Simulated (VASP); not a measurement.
# Sn (Fd-3m) in VASP: further runs

Runs on Sn. Level: PBE. Tasks: single point.

Everything below comes from runs of VASP 6.6.1. Logs are shortened: lines on timing, memory, paths and dates and some standing lists are left out, and cuts for length are marked.

### Step 1. The cell of the first run

Symmetry: Fd-3m, No. 227, cubic system. Conventional cell: a = 6.658 Å, b = 6.658 Å, c = 6.658 Å, α = 90.00°, β = 90.00°, γ = 90.00°. Sn (site symmetry -43m) has 4 Sn at 2.88 Å within 3.8 Å.

This isn't the form of Sn at room conditions, which is tetragonal (white tin).

### Step 2. Single point, PBE

Input file INCAR:

```
PREC     = Accurate       # precision mode
ENCUT    = 520            # plane-wave cutoff, eV
EDIFF    = 1E-6           # SCF threshold, eV
ISMEAR   = -1             # smearing method
SIGMA    = 0.1            # smearing width, eV
LREAL    = F              # projectors in reciprocal space
LASPH    = T              # aspherical terms in the spheres
NELM     = 80             # most SCF steps
ALGO     = Normal         # electronic algorithm
ISIF     = 2              # what is computed and relaxed
LWAVE    = F              # write WAVECAR
LCHARG   = T              # write CHGCAR
GGA      = PE             # functional
LELF     = T              # ELF
LVHAR    = T            
NBANDS   = 21             # bands
```

Input file KPOINTS:

```
Automatic mesh
0
Gamma
  2 2 2
```

Input file POSCAR:

```
Sn
1.0
    0.0000000000      3.3289000152      3.3289000152
    3.3289000152      0.0000000000      3.3289000152
    3.3289000152      3.3289000152      0.0000000000
Sn
2
Direct
    0.5000000000      0.5000000000      0.5000000000
    0.7500000000      0.7500000000      0.7500000000
```

Potentials or basis: VASP PAW PBE potentials, release 64 (Sn_d).

The run is started by

```sh
cat potpaw_PBE.64/Sn_d/POTCAR > POTCAR
mpirun -np 1 vasp_std > vasp.out
```

OUTCAR:

```text
PREC = Accurate
   ENCUT = 520
   EDIFF = 1E-6
   ISMEAR = -1
   LREAL = F
   LASPH = T
   NELM = 80
   ISIF = 2
   GGA = PE

 ion  position               nearest neighbor table
   1  0.500  0.500  0.500-   2 2.88   2 2.88   2 2.88   2 2.88
   2  0.750  0.750  0.750-   1 2.88   1 2.88   1 2.88   1 2.88

  LATTYP: Found a face centered cubic cell.
 ALAT       =     6.6578000304

  Lattice vectors:

 A1 = (   0.0000000000,   3.3289000152,   3.3289000152)
 A2 = (   3.3289000152,   0.0000000000,   3.3289000152)
 A3 = (   3.3289000152,   3.3289000152,   0.0000000000)

Analysis of symmetry for initial positions (statically):
=====================================================================
 Subroutine PRICEL returns:
 Original cell was already a primitive cell.

 Routine SETGRP: Setting up the symmetry group for a
 face centered cubic supercell.

 Subroutine GETGRP returns: Found 48 space group operations
 (whereof 24 operations were pure point group operations)
 out of a pool of 48 trial point group operations.

The static configuration has the point symmetry T_d .
 The point group associated with its full space group is O_h .

Analysis of symmetry for dynamics (positions and initial velocities):
=====================================================================
 Subroutine PRICEL returns:
 Original cell was already a primitive cell.

 Routine SETGRP: Setting up the symmetry group for a
 face centered cubic supercell.

 Subroutine GETGRP returns: Found 48 space group operations
 (whereof 24 operations were pure point group operations)
 out of a pool of 48 trial point group operations.

The dynamic configuration has the point symmetry T_d .
 The point group associated with its full space group is O_h .

 Subroutine INISYM returns: Found 48 space group operations
 (whereof 24 operations are pure point group operations),
 and found     1 'primitive' translations

----------------------------------------------------------------------------------------

                                     Primitive cell

  volume of cell :      73.7789

  direct lattice vectors                    reciprocal lattice vectors
     0.000000000  3.328900015  3.328900015    -0.150199765  0.150199765  0.150199765
     3.328900015  0.000000000  3.328900015     0.150199765 -0.150199765  0.150199765
     3.328900015  3.328900015  0.000000000     0.150199765  0.150199765 -0.150199765

  length of vectors
     4.707775549  4.707775549  4.707775549     0.260153624  0.260153624  0.260153624

  position of ions in fractional coordinates (direct lattice)
     0.500000000  0.500000000  0.500000000
     0.750000000  0.750000000  0.750000000

  ion indices of the primitive-cell ions
   primitive index   ion index
                 1           1
                 2           2

----------------------------------------------------------------------------------------

 KPOINTS: Automatic mesh

Automatic generation of k-mesh.
 Grid dimensions read from file:
 generate k-points for:    2    2    2

 Generating k-lattice:

  Cartesian coordinates                     Fractional coordinates (reciprocal lattice)
    -0.075099883  0.075099883  0.075099883     0.500000000  0.000000000  0.000000000
     0.075099883 -0.075099883  0.075099883     0.000000000  0.500000000  0.000000000
     0.075099883  0.075099883 -0.075099883     0.000000000  0.000000000  0.500000000

  Length of vectors
     0.130076812  0.130076812  0.130076812

  Shift w.r.t. Gamma in fractional coordinates (k-lattice)
     0.000000000  0.000000000  0.000000000

 Subroutine IBZKPT returns following result:
 ===========================================

 Found      3 irreducible k-points:

 Following reciprocal coordinates:
            Coordinates               Weight
  0.000000  0.000000  0.000000      1.000000
  0.500000  0.000000  0.000000      4.000000
  0.500000  0.500000  0.000000      3.000000
   k-points           NKPTS =      3   k-points in BZ     NKDIM =      3   number of bands    NBANDS=     21
   number of dos      NEDOS =    301   number of ions     NIONS =      2
   total plane-waves  NPLWV =  46656
   dimension x,y,z NGX =    36 NGY =   36 NGZ =   36
   dimension x,y,z NGXF=    72 NGYF=   72 NGZF=   72
   ions per type =               2
   NGX,Y,Z   is equivalent  to a cutoff of  12.71, 12.71, 12.71 a.u.
   NGXF,Y,Z  is equivalent  to a cutoff of  25.43, 25.43, 25.43 a.u.
 SYSTEM =  unknown system
   PREC   = accura    normal or accurate (medium, high low for compatibility)
   ISTART =      0    job   : 0-new  1-cont  2-samecut
   ICHARG =      2    charge: 1-file 2-atom 10-const
   ISPIN  =      1    spin polarized calculation?
   LNONCOLLINEAR =      F non collinear calculations
   LSORBIT =      F    spin-orbit coupling
   LASPH  =      T    aspherical Exc in radial PAW
   ENCUT  =  520.0 eV  38.22 Ry    6.18 a.u.   8.75  8.75  8.75*2*pi/ulx,y,z
   NELM   =     80;   NELMIN=  2; NELMDL= -5     # of ELM steps
   EDIFF  = 0.1E-05   stopping-criterion for ELM
   LREAL  =      F    real-space projection
   EDIFFG = 0.1E-04   stopping-criterion for IOM
   NSW    =      0    number of steps for IOM
   IBRION =     -1    ionic relax: 0-MD 1-quasi-New 2-CG
   NFREE  =      0    steps in history (QN), initial steepest desc. (CG)
   ISIF   =      2    stress and relaxation
   ISYM   =      2    0-nonsym 1-usesym 2-fastsym
   POTIM  = 0.5000    time-step for ionic-motion
   TEBEG  =    0.0;   TEEND  =   0.0 temperature during run
   PSTRESS=    0.0 pullay stress
   NELECT =      28.0000    total number of electrons
   NUPDOWN=      -1.0000    fix difference up-down
   EMIN   =  10.00;   EMAX   =-10.00  energy-range for DOS
   EFERMI =   0.00;   METHOD = LEGACY
   ISMEAR =    -1;   SIGMA  =   0.10  broadening in eV -4-tet -1-fermi 0-gaus
   EFERMI_NEDOS =   21; number of points for ismear=-14 and -15
   IALGO  =     38    algorithm
   IMIX   =      4    mixing-type and parameters
     AMIX     =   0.40;   BMIX     =  1.00
     AMIX_MAG =   1.60;   BMIX_MAG =  1.00
  volume/ion in A,a.u.               =      36.89       248.94
  Fermi-wavevector in a.u.,A,eV,Ry     =   1.185269  2.239833 19.114301  1.404862
  Thomas-Fermi vector in A             =   2.321466
   LORBIT       =      0    0 simple, 1 ext, 2 COOP (PROOUT), +10 PAW based schemes
   GGA     = PE    functional components
[... 5 lines left out ...]
 non-spin polarized calculation
  energy-cutoff  :      520.00
  volume of cell :       73.78
 maximum number of plane-waves:      2012
 NGX is ok and might be reduce to    36
   NGX = 17   NGY = 17   NGZ = 17

 number of electron      28.0000008 magnetization

 Free energy of the ion-electron system (eV)
  ---------------------------------------------------
  ext. energy  EPLUGINS =         0.00000000
  ---------------------------------------------------
  free energy    TOTEN  =        -5.84655584 eV

  energy without entropy =       -5.75830606  energy(sigma->0) =       -5.80243095

 E-fermi :   4.8253     XC(G=0):  -8.4308

 val. band max:        3.9792568544   @ k =   0.5000   0.0000   0.0000
 cond. band min:       4.8462432691   @ k =   0.5000   0.0000   0.0000
 fundamental gap:      0.8669864147
 Fermi energy:         4.8253451484

 k-point     1 :       0.0000    0.0000    0.0000
  band No.  band energies     occupation
      1     -16.3990      2.00000
      2     -16.3990      2.00000
      3     -16.3990      2.00000
      4     -16.3509      2.00000
      5     -16.3509      2.00000
      6     -16.0960      2.00000
      7     -16.0960      2.00000
      8     -16.0960      2.00000
      9     -16.0941      2.00000
     10     -16.0941      2.00000
     11      -5.1169      2.00000
     12       3.8709      1.99986
     13       5.0841      0.13988
     14       5.0841      0.13988
     15       5.0841      0.13988
     16       7.0994      0.00000
     17       7.0994      0.00000
     18       7.0994      0.00000
     19       9.9952      0.00000
     20      12.7175      0.00000
     21      12.7175      0.00000

 k-point     2 :       0.5000    0.0000    0.0000
  band No.  band energies     occupation
      1     -16.4291      2.00000
      2     -16.4291      2.00000
      3     -16.3763      2.00000
      4     -16.3013      2.00000
      5     -16.3013      2.00000
      6     -16.1494      2.00000
      7     -16.1494      2.00000
      8     -16.1234      2.00000
      9     -16.0515      2.00000
     10     -16.0515      2.00000
     11      -3.6381      2.00000
     12      -1.0350      2.00000
     13       3.9793      1.99958
     14       3.9793      1.99958
     15       4.8462      0.89589
     16       8.1496      0.00000
     17       8.1496      0.00000
     18      10.6771      0.00000
     19      13.2150      0.00000
     20      13.2285      0.00000
     21      13.5282      0.00000

 k-point     3 :       0.5000    0.5000    0.0000
  band No.  band energies     occupation
      1     -16.4418      2.00000
      2     -16.4418      2.00000
      3     -16.3291      2.00000
      4     -16.3291      2.00000
      5     -16.2209      2.00000
      6     -16.2209      2.00000
      7     -16.1523      2.00000
      8     -16.1523      2.00000
      9     -16.0347      2.00000
     10     -16.0347      2.00000
     11      -2.2624      2.00000
     12      -2.2624      2.00000
     13       2.7525      2.00000
     14       2.7525      2.00000
     15       5.8756      0.00005
     16       5.8756      0.00005
     17      12.2182      0.00000
     18      12.2182      0.00000
     19      13.7919      0.00000
     20      13.7919      0.00000
     21      15.0989      0.00000

------------------------ aborting loop because EDIFF is reached ----------------------------------------

  FORCE on cell =-STRESS in cart. coord.  units (eV):
  Direction    XX          YY          ZZ          XY          YZ          ZX
  --------------------------------------------------------------------------------------
  -------------------------------------------------------------------------------------
  Total        3.3595620      3.3595620      3.3595620      0.0000000      0.0000000      0.0000000
  in kB       72.9559963     72.9559963     72.9559963      0.0000000      0.0000000      0.0000000
  external PRESSURE =      72.9559963 kB  Pullay stress =       0.0000000 kB

 VOLUME and BASIS-vectors are now :
 -----------------------------------------------------------------------------
  energy-cutoff  :      520.00
  volume of cell :       73.78
      direct lattice vectors                 reciprocal lattice vectors
     0.000000000  3.328900015  3.328900015    -0.150199765  0.150199765  0.150199765
     3.328900015  0.000000000  3.328900015     0.150199765 -0.150199765  0.150199765
     3.328900015  3.328900015  0.000000000     0.150199765  0.150199765 -0.150199765

 POSITION                                       TOTAL-FORCE (eV/Angst)
 -----------------------------------------------------------------------------------
      3.32890      3.32890      3.32890        -0.000000     -0.000000     -0.000000
      4.99335      4.99335      4.99335         0.000000      0.000000      0.000000
 -----------------------------------------------------------------------------------
    total drift:                                0.000000      0.000000      0.000000

  FREE ENERGIE OF THE ION-ELECTRON SYSTEM (eV)
  ---------------------------------------------------
  free  energy   TOTEN  =        -5.8465558354 eV

  energy  without entropy=       -5.7583060572  energy(sigma->0) =       -5.80243095
```

Run time: 13 s. Hardware: 1 thread of AMD EPYC 7R13, shared host; peak memory 0.16 GiB.

What came out:

```
Free energy            : -5.8466 eV
Pressure               : 7.3 GPa
Band gap on the k mesh : zero (bands 14 and 15 overlap by 0.24 eV)
```

Levels at points of the mesh, in eV from the Fermi level:
```tsv
k point	band 11	band 12	band 13	band 14	band 15	band 16	band 17	band 18
(0.00, 0.00, 0.00)	-9.94	-0.95	0.26	0.26	0.26	2.27	2.27	2.27
(0.50, 0.00, 0.00)	-8.46	-5.86	-0.85	-0.85	0.02	3.32	3.32	5.85
(0.50, 0.50, 0.00)	-7.09	-7.09	-2.07	-2.07	1.05	1.05	7.39	7.39
```

Caveat: the k points lie up to 0.82 Å⁻¹ apart; spin-orbit coupling is left out, which moves the levels of the heavy elements.

### Step 3. Single point, PBE

Edit INCAR of step 2 so:

```diff
@@ -11,6 +11,4 @@
 LWAVE    = F              # write WAVECAR
-LCHARG   = T              # write CHGCAR
+LCHARG   = F              # write CHGCAR
 GGA      = PE             # functional
-LELF     = T              # ELF
-LVHAR    = T            
 NBANDS   = 21             # bands
```

Input file KPOINTS:

```
Automatic mesh
0
Gamma
  3 3 3
```

POSCAR is that of step 2.

Potentials or basis: VASP PAW PBE potentials, release 64 (Sn_d).

The run is started by

```sh
cat potpaw_PBE.64/Sn_d/POTCAR > POTCAR
mpirun -np 1 vasp_std > vasp.out
```

Run time: 14 s. Hardware: 1 thread of AMD EPYC 7R13, shared host; peak memory 0.16 GiB.

It converged, with:

| Quantity | Value |
| --- | --- |
| Free energy | -7.1940 eV |
| Pressure | 1.6 GPa |
| Band gap on the k mesh | zero (bands 14 and 15 overlap by 0.07 eV) |

Levels at points of the mesh, in eV from the Fermi level:
```csv
k point,band 10,band 11,band 12,band 13,band 14,band 15,band 16,band 17,band 18,band 19
"(0.00, 0.00, 0.00)",-21.08,-10.00,-1.03,0.20,0.20,0.20,2.24,2.24,2.24,5.12
```

Caveat: the k points lie up to 0.54 Å⁻¹ apart; spin-orbit coupling is left out, which moves the levels of the heavy elements.

### Step 4. Single point, PBE

Input file INCAR:

```
SYSTEM = Sn
PREC = Accurate ; ENCUT = 520
EDIFF = 1E-6 ; ISMEAR = -1
SIGMA = 0.1 ; LREAL = .FALSE.
LASPH = .TRUE. ; NELM = 60
ALGO = Normal ; ISIF = 2
LWAVE = .FALSE. ; LCHARG = .TRUE.
GGA = PE ; LELF = .TRUE.
LVHAR = .TRUE. ; NBANDS = 21
```

Input file KPOINTS:

```
Automatic mesh
0
G
  4 4 4
  0 0 0
```

POSCAR is that of step 3.

The run is started by

```sh
cat potpaw_PBE.64/Sn_d/POTCAR > POTCAR
mpirun -np 1 vasp_std > vasp.out
```

It took 20 s on 1 thread of AMD EPYC 7R13, shared host; peak memory 0.17 GiB.

Results (log left out):

```
Free energy            : -7.5276 eV
Pressure               : 0.5 GPa
Band gap on the k mesh : zero (bands 14 and 15 overlap by 0.23 eV)
```

Levels at points of the mesh, in eV from the Fermi level:
```csv
k point,band 10,band 11,band 12,band 13,band 14,band 15,band 16,band 17,band 18,band 19
"(0.00, 0.00, 0.00)",-21.06,-9.95,-0.99,0.25,0.25,0.25,2.30,2.30,2.30,5.15
"(0.50, 0.00, 0.00)",-21.02,-8.47,-5.86,-0.84,-0.84,0.02,3.35,3.35,5.86,8.37
"(0.50, 0.50, 0.00)",-21.00,-7.10,-7.10,-2.06,-2.06,1.06,1.06,7.40,7.40,8.94
```

Caveat: the k points lie up to 0.41 Å⁻¹ apart; spin-orbit coupling is left out, which moves the levels of the heavy elements.

### Step 5. The runs side by side

| k mesh | gap on the mesh (eV) | pressure (GPa) |
| --- | --- | --- |
| 2 × 2 × 2 | none | 7.3 |
| 3 × 3 × 3 | none | 1.6 |
| 4 × 4 × 4 | none | 0.5 |

Alike in all rows: task single point; level PBE; potentials or basis VASP PAW PBE potentials, release 64 (Sn_d); no spin polarisation; cell as given; cutoff (eV) 520; smearing fermi-dirac 0.1 eV.

Caveats: all runs use coarse meshes; spin-orbit coupling is left out, which moves the levels of the heavy elements.

Absolute energies hang on the potentials; compare differences alone.
